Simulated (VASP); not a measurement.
# Ca (I4/mmm) in VASP: further runs

Runs on Ca. Level: PBE. Tasks: single point, relaxation of shape and atoms at fixed volume.

Program: VASP 6.6.1. These are calculated values, not measurements. Logs are shortened: lines on timing, memory, paths and dates and some standing lists are left out, and cuts for length are marked.

### Step 1. The cell of the first run

It takes space group I4/mmm (No. 139, tetragonal). The conventional cell has a = 4.632 Å, b = 4.632 Å, c = 4.314 Å, α = 90.00°, β = 90.00°, γ = 90.00°. Within 5.1 Å of Ca (site symmetry 4/mmm) lie 14 Ca at 3.92 to 4.63 Å.

### Step 2. Single point, PBE (46.28 Å³/atom)

The input, INCAR:

```
ALGO = Fast
EDIFF = 1E-6
ENCUT = 520
GGA = PE
ISIF = 2
ISMEAR = 0
LASPH = True
LCHARG = False
LREAL = False
LWAVE = False
NBANDS = 11
NELM = 100
PREC = Accurate
SIGMA = 0.1
```

The input, KPOINTS:

```
k-points
0
Gamma
  18 18 18
```

The input, POSCAR:

```
Ca
1.0
   -2.3161973170      2.3161973170      2.1568187248
    2.3161973170     -2.3161973170      2.1568187248
    2.3161973170      2.3161973170     -2.1568187248
Ca
1
Direct
    0.0000000000      0.0000000000      0.0000000000
```

Potentials or basis: VASP PAW PBE potentials, release 64 (Ca_sv).

Launch:

```bash
> cat potpaw_PBE.64/Ca_sv/POTCAR > POTCAR
> mpirun -np 1 vasp_std > vasp.out
```

OUTCAR:

```text
EDIFF = 1E-6
   ENCUT = 520
   GGA = PE
   ISIF = 2
   ISMEAR = 0
   LASPH = True
   LREAL = False
   NELM = 100
   PREC = Accurate

 ion  position               nearest neighbor table
   1  0.000  0.000  0.000-

  LATTYP: Found a body centered tetragonal cell.
 ALAT       =     4.6323946340
 C/A-ratio  =     0.9311895446

  Lattice vectors:

 A1 = (  -2.3161973170,   2.3161973170,   2.1568187248)
 A2 = (   2.3161973170,  -2.3161973170,   2.1568187248)
 A3 = (   2.3161973170,   2.3161973170,  -2.1568187248)

Analysis of symmetry for initial positions (statically):
=====================================================================
 Subroutine PRICEL returns:
 Original cell was already a primitive cell.

 Routine SETGRP: Setting up the symmetry group for a
 body centered tetragonal supercell.

 Subroutine GETGRP returns: Found 16 space group operations
 (whereof 16 operations were pure point group operations)
 out of a pool of 16 trial point group operations.

The static configuration has the point symmetry D_4h.

Analysis of symmetry for dynamics (positions and initial velocities):
=====================================================================
 Subroutine PRICEL returns:
 Original cell was already a primitive cell.

 Routine SETGRP: Setting up the symmetry group for a
 body centered tetragonal supercell.

 Subroutine GETGRP returns: Found 16 space group operations
 (whereof 16 operations were pure point group operations)
 out of a pool of 16 trial point group operations.

The dynamic configuration has the point symmetry D_4h.

 Subroutine INISYM returns: Found 16 space group operations
 (whereof 16 operations are pure point group operations),
 and found     1 'primitive' translations

----------------------------------------------------------------------------------------

                                     Primitive cell

  volume of cell :      46.2833

  direct lattice vectors                    reciprocal lattice vectors
    -2.316197317  2.316197317  2.156818725     0.000000000  0.215871073  0.231822913
     2.316197317 -2.316197317  2.156818725     0.215871073  0.000000000  0.231822913
     2.316197317  2.316197317 -2.156818725     0.215871073  0.215871073  0.000000000

  length of vectors
     3.921913695  3.921913695  3.921913695     0.316768343  0.316768343  0.305287799

  position of ions in fractional coordinates (direct lattice)
     0.000000000  0.000000000  0.000000000

  ion indices of the primitive-cell ions
   primitive index   ion index
                 1           1

----------------------------------------------------------------------------------------

 KPOINTS: k-points

Automatic generation of k-mesh.
 Grid dimensions read from file:
 generate k-points for:   18   18   18

 Generating k-lattice:

  Cartesian coordinates                     Fractional coordinates (reciprocal lattice)
     0.000000000  0.011992837  0.012879051     0.055555556 -0.000000000  0.000000000
     0.011992837  0.000000000  0.012879051    -0.000000000  0.055555556  0.000000000
     0.011992837  0.011992837  0.000000000     0.000000000  0.000000000  0.055555556

  Length of vectors
     0.017598241  0.017598241  0.016960433

  Shift w.r.t. Gamma in fractional coordinates (k-lattice)
     0.000000000  0.000000000  0.000000000

 Subroutine IBZKPT returns following result:
 ===========================================

 Found    480 irreducible k-points:

 Following reciprocal coordinates:
            Coordinates               Weight
  0.000000  0.000000  0.000000      1.000000
  0.055556 -0.000000  0.000000      8.000000
  0.111111 -0.000000  0.000000      8.000000
  0.166667 -0.000000  0.000000      8.000000
  0.222222 -0.000000  0.000000      8.000000
  0.277778  0.000000  0.000000      8.000000
[... 16 lines left out ...]
 -0.277778  0.055556  0.000000     16.000000
 -0.222222  0.055556  0.000000     16.000000
 [... further k-points ...]
   k-points           NKPTS =    480   k-points in BZ     NKDIM =    480   number of bands    NBANDS=     11
   number of dos      NEDOS =    301   number of ions     NIONS =      1
   total plane-waves  NPLWV =  27000
   dimension x,y,z NGX =    30 NGY =   30 NGZ =   30
   dimension x,y,z NGXF=    60 NGYF=   60 NGZF=   60
   ions per type =               1
   NGX,Y,Z   is equivalent  to a cutoff of  12.72, 12.72, 12.72 a.u.
   NGXF,Y,Z  is equivalent  to a cutoff of  25.43, 25.43, 25.43 a.u.
 SYSTEM =  unknown system
   PREC   = accura    normal or accurate (medium, high low for compatibility)
   ISTART =      0    job   : 0-new  1-cont  2-samecut
   ICHARG =      2    charge: 1-file 2-atom 10-const
   ISPIN  =      1    spin polarized calculation?
   LNONCOLLINEAR =      F non collinear calculations
   LSORBIT =      F    spin-orbit coupling
   LASPH  =      T    aspherical Exc in radial PAW
   ENCUT  =  520.0 eV  38.22 Ry    6.18 a.u.   7.29  7.29  7.29*2*pi/ulx,y,z
   NELM   =    100;   NELMIN=  2; NELMDL= -5     # of ELM steps
   EDIFF  = 0.1E-05   stopping-criterion for ELM
   LREAL  =      F    real-space projection
   EDIFFG = 0.1E-04   stopping-criterion for IOM
   NSW    =      0    number of steps for IOM
   IBRION =     -1    ionic relax: 0-MD 1-quasi-New 2-CG
   NFREE  =      0    steps in history (QN), initial steepest desc. (CG)
   ISIF   =      2    stress and relaxation
   ISYM   =      2    0-nonsym 1-usesym 2-fastsym
   POTIM  = 0.5000    time-step for ionic-motion
   TEBEG  =    0.0;   TEEND  =   0.0 temperature during run
   PSTRESS=    0.0 pullay stress
   NELECT =      10.0000    total number of electrons
   NUPDOWN=      -1.0000    fix difference up-down
   EMIN   =  10.00;   EMAX   =-10.00  energy-range for DOS
   EFERMI =   0.00;   METHOD = LEGACY
   ISMEAR =     0;   SIGMA  =   0.10  broadening in eV -4-tet -1-fermi 0-gaus
   EFERMI_NEDOS =   21; number of points for ismear=-14 and -15
   IALGO  =     68    algorithm
   IMIX   =      4    mixing-type and parameters
     AMIX     =   0.40;   BMIX     =  1.00
     AMIX_MAG =   1.60;   BMIX_MAG =  1.00
  volume/ion in A,a.u.               =      46.28       312.34
  Fermi-wavevector in a.u.,A,eV,Ry     =   0.982351  1.856374 13.129799  0.965013
  Thomas-Fermi vector in A             =   2.113427
   LORBIT       =      0    0 simple, 1 ext, 2 COOP (PROOUT), +10 PAW based schemes
   GGA     = PE    functional components
   LHFCALC =     F    Hartree Fock is set to
   AEXX    =    0.0000 exact exchange contribution
   IVDW    =     0    specifies the selected vdW correction
   LEPSILON=     F    determine dielectric tensor
   LRPA    =     F    only Hartree local field effects (RPA)
 non-spin polarized calculation
 RMM-DIIS sequential band-by-band and
 Gauss-broadening in eV      SIGMA  =   0.10
  energy-cutoff  :      520.00
  volume of cell :       46.28
 maximum number of plane-waves:      1268
 NGX is ok and might be reduce to    30
   NGX = 15   NGY = 15   NGZ = 15

 number of electron      10.0000002 magnetization

 Free energy of the ion-electron system (eV)
  ---------------------------------------------------
  ext. energy  EPLUGINS =         0.00000000
  ---------------------------------------------------
  free energy    TOTEN  =        -1.89885305 eV

  energy without entropy =       -1.89082354  energy(sigma->0) =       -1.89483830

 E-fermi :   1.6624     XC(G=0):  -7.4559

 val. band max:        1.6594822328   @ k =  -0.3889  -0.3889   0.1111
 cond. band min:       1.6693291892   @ k =  -0.4444   0.4444   0.4444
 fundamental gap:      0.0098469564
 Fermi energy:         1.6623860985

 k-point     1 :       0.0000    0.0000    0.0000
  band No.  band energies     occupation
      1     -40.6315      2.00000
      2     -21.5610      2.00000
      3     -21.5530      2.00000
      4     -21.5530      2.00000
      5      -2.2476      2.00000
      6       3.6216      0.00000
      7       3.9272      0.00000
      8       3.9272      0.00000
      9       4.5641      0.00000
     10       4.9384      0.00000
     11      11.1287      0.00000

 k-point     2 :       0.0556   -0.0000    0.0000
  band No.  band energies     occupation
      1     -40.6312      2.00000
      2     -21.5629      2.00000
      3     -21.5542      2.00000
      4     -21.5541      2.00000
      5      -2.1943      2.00000
      6       3.6241      0.00000
      7       3.9058      0.00000
      8       3.9273      0.00000
      9       4.5623      0.00000
     10       4.9073      0.00000
     11      11.1248      0.00000

 k-point     3 :       0.1111   -0.0000    0.0000
  band No.  band energies     occupation
      1     -40.6304      2.00000
      2     -21.5703      2.00000
      3     -21.5572      2.00000
      4     -21.5558      2.00000
      5      -2.0358      2.00000
      6       3.5901      0.00000
      7       3.8215      0.00000
      8       3.9753      0.00000
      9       4.5654      0.00000
     10       4.8412      0.00000
     11      11.0289      0.00000

 k-point     4 :       0.1667   -0.0000    0.0000
  band No.  band energies     occupation
      1     -40.6291      2.00000
      2     -21.5831      2.00000
      3     -21.5619      2.00000
      4     -21.5567      2.00000
      5      -1.7764      2.00000
      6       3.4822      0.00000
      7       3.6392      0.00000
      8       4.1240      0.00000
      9       4.5955      0.00000
     10       4.7893      0.00000
     11      10.4543      0.00000

 k-point     5 :       0.2222   -0.0000    0.0000
  band No.  band energies     occupation
      1     -40.6274      2.00000
      2     -21.5991      2.00000
      3     -21.5677      2.00000
      4     -21.5574      2.00000
      5      -1.4238      2.00000
      6       3.3331      0.00000
      7       3.3634      0.00000
      8       4.3575      0.00000
      9       4.6589      0.00000
     10       4.7764      0.00000
     11       9.4872      0.00000
[... 211 lines left out ...]
 k-point    21 :      -0.3889    0.0556    0.0000
  band No.  band energies     occupation
      1     -40.6234      2.00000
      2     -21.6382      2.00000
      3     -21.5827      2.00000
      4     -21.5597      2.00000
      5      -0.2127      2.00000
      6       2.4895      0.00000
      7       2.9678      0.00000
      8       4.7488      0.00000
      9       4.9263      0.00000
     10       5.1865      0.00000
     11       7.3521      0.00000

 k-point    22 :      -0.3333    0.0556    0.0000
  band No.  band energies     occupation
      1     -40.6249      2.00000
      2     -21.6239      2.00000
      3     -21.5772      2.00000
      4     -21.5591      2.00000
      5      -0.7313      2.00000
      6       2.8524      0.00000
      7       3.0944      0.00000
      8       4.7009      0.00000
      9       4.8316      0.00000
     10       4.8882      0.00000
     11       8.1092      0.00000

 k-point    23 :      -0.2778    0.0556    0.0000
  band No.  band energies     occupation
      1     -40.6265      2.00000
      2     -21.6075      2.00000
      3     -21.5710      2.00000
      4     -21.5585      2.00000
      5      -1.1967      2.00000
      6       3.1745      0.00000
      7       3.2614      0.00000
      8       4.5212      0.00000
      9       4.6325      0.00000
     10       4.8451      0.00000
     11       9.0125      0.00000

 k-point    24 :      -0.2222    0.0556    0.0000
  band No.  band energies     occupation
      1     -40.6282      2.00000
      2     -21.5912      2.00000
      3     -21.5651      2.00000
      4     -21.5577      2.00000
      5      -1.5879      2.00000
      6       3.3718      0.00000
      7       3.5180      0.00000
      8       4.2792      0.00000
      9       4.5308      0.00000
     10       4.8492      0.00000
     11       9.9860      0.00000

 [... further k-points ...]
[... 5 lines left out ...]
  --------------------------------------------------------------------------------------
  -------------------------------------------------------------------------------------
  Total       -0.4022653     -0.4022653     -0.3829111      0.0000000      0.0000000      0.0000000
  in kB      -13.9251018    -13.9251018    -13.2551251      0.0000000      0.0000000      0.0000000
  external PRESSURE =     -13.7017762 kB  Pullay stress =       0.0000000 kB

 VOLUME and BASIS-vectors are now :
 -----------------------------------------------------------------------------
  energy-cutoff  :      520.00
  volume of cell :       46.28
      direct lattice vectors                 reciprocal lattice vectors
    -2.316197317  2.316197317  2.156818725     0.000000000  0.215871073  0.231822913
     2.316197317 -2.316197317  2.156818725     0.215871073  0.000000000  0.231822913
     2.316197317  2.316197317 -2.156818725     0.215871073  0.215871073  0.000000000

 POSITION                                       TOTAL-FORCE (eV/Angst)
 -----------------------------------------------------------------------------------
      0.00000      0.00000      0.00000        -0.000000      0.000000      0.000000
 -----------------------------------------------------------------------------------
    total drift:                               -0.000000     -0.000000      0.000000

  FREE ENERGIE OF THE ION-ELECTRON SYSTEM (eV)
  ---------------------------------------------------
  free  energy   TOTEN  =        -1.8988530493 eV

  energy  without entropy=       -1.8908235410  energy(sigma->0) =       -1.89483830
```

Wall time 5.2 min (1 thread of Intel Xeon Platinum 8259CL at 2.50GHz (Skylake/Cascade Lake), shared host); peak memory 0.36 GiB.

What came out:

```
Free energy            : -1.8989 eV
Pressure               : -1.4 GPa
Band gap on the k mesh : zero (bands 5 and 6 overlap by 0.49 eV)
```

Levels at points of the mesh, in eV from the Fermi level:
| k point | band 3 | band 4 | band 5 | band 6 | band 7 | band 8 |
| --- | --- | --- | --- | --- | --- | --- |
| (0.00, 0.00, 0.00) | -23.22 | -23.22 | -3.91 | 1.96 | 2.26 | 2.26 |
| (0.50, 0.00, 0.00) | -23.25 | -23.22 | -0.81 | -0.02 | 1.17 | 3.04 |
| (0.50, 0.50, 0.00) | -23.25 | -23.21 | -0.98 | -0.24 | 1.55 | 2.77 |
| (0.50, 0.50, 0.50) | -23.29 | -23.29 | 0.07 | 0.19 | 3.20 | 3.20 |

### Step 3. Relaxation of shape and atoms at fixed volume, PBE (37.03 Å³/atom)

This run uses another cell than the first one, of 37.03 Å³/atom.

The input, INCAR:

```
PREC     = Accurate       # precision mode
ENCUT    = 600            # plane-wave cutoff, eV
EDIFF    = 1E-6           # SCF threshold, eV
ISMEAR   = 0              # smearing method
SIGMA    = 0.1            # smearing width, eV
LREAL    = False          # projectors in reciprocal space
LASPH    = True           # aspherical terms in the spheres
NELM     = 80             # most SCF steps
ALGO     = Fast           # electronic algorithm
ISIF     = 4              # what is computed and relaxed
LWAVE    = False          # write WAVECAR
LCHARG   = False          # write CHGCAR
GGA      = PE             # functional
IBRION   = 2              # ionic algorithm
NSW      = 50             # ionic steps
EDIFFG   = -0.01          # ionic threshold
```

The input, KPOINTS:

```
Automatic mesh
0
Gamma
  18 18 18
```

The input, POSCAR:

```
Ca
1.0
   -2.1501671206      2.1501671206      2.0022131418
    2.1501671206     -2.1501671206      2.0022131418
    2.1501671206      2.1501671206     -2.0022131418
Ca
1
Direct
    0.0000000000      0.0000000000      0.0000000000
```

Potentials or basis: VASP PAW PBE potentials, release 64 (Ca_sv).

Launch:

```bash
> cat potpaw_PBE.64/Ca_sv/POTCAR > POTCAR
> mpirun -np 1 vasp_std > vasp.out
```

Wall time 10 min (1 thread of Intel Xeon Platinum 8259CL at 2.50GHz (Skylake/Cascade Lake), shared host); peak memory 0.35 GiB.

Results (log left out):

```yaml
Free_energy: -1.8784 eV
Energy_gained_by_relaxing: 0.6 meV/atom
Ionic_steps: 5
Pressure_after_relaxing: 2.5 GPa
Band_gap_on_the_k_mesh: zero (bands 5 and 6 overlap by 0.38 eV)
```

Step by step:
| step | energy change (eV) | largest force (eV/Å) | pressure (GPa) | volume (Å³) |
| --- | --- | --- | --- | --- |
| 1 | 0.0000 | 0.0000 | 2.65 | 37.03 |
| 2 | -0.0001 | 0.0000 | 2.65 | 37.03 |
| 3 | -0.0002 | 0.0000 | 2.63 | 37.03 |
| 4 | -0.0004 | 0.0000 | 2.61 | 37.03 |
| 5 | -0.0006 | 0.0000 | 2.55 | 37.03 |

Final structure:
```
Ca
1.0
    -2.11692    2.11692    2.06559
     2.11692   -2.11692    2.06559
     2.11692    2.11692   -2.06559
Ca
1
Direct
  0.00000 0.00000 0.00000
```

Levels at points of the mesh, in eV from the Fermi level:
```tsv
k point	band 3	band 4	band 5	band 6	band 7	band 8
(0.00, 0.00, 0.00)	-22.65	-22.65	-4.32	2.39	2.52	2.52
(0.50, 0.00, 0.00)	-22.72	-22.65	-0.98	0.14	1.31	3.64
(0.50, 0.50, 0.00)	-22.72	-22.64	-1.03	0.04	1.47	3.50
(0.50, 0.50, 0.50)	-22.81	-22.80	-0.16	-0.10	4.34	4.34
```

[end of part 1 of 2]
